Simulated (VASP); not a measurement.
CdF2:

```
CELL_PARAMETERS angstrom
0.00000 2.74684 2.74684
2.74684 0.00000 2.74684
2.74684 2.74684 0.00000
ATOMIC_POSITIONS crystal
Cd 0.00000 0.00000 0.00000
F 0.75000 0.75000 0.75000
F 0.25000 0.25000 0.25000
```

Base run:

- Program: VASP 6.6.1
- Functional: PBE
- Potentials or basis: VASP PAW PBE potentials, release 64 (Cd, F)
- Cutoff: 520 eV
- k mesh: 9 × 9 × 9
- Occupations: fermi-dirac, width 0.05 eV
- Spin: no spin polarisation

Its results: band gap on the k mesh 2.89 eV, indirect (least direct gap 3.43 eV); pressure -0.1 GPa.

Task: The run is repeated on the same cell with these changes: functional from PBE to PBEsol. What comes out?

Result: Band gap on the k mesh 2.74 eV, indirect (least direct gap 3.27 eV); pressure -5.1 GPa.

PBEsol binds more tightly than PBE, so the same cell stands under less pressure.

Caveats: the PAW data sets were made with another functional, which shifts forces and pressure a little (some runs).

A k mesh can miss the band edges.
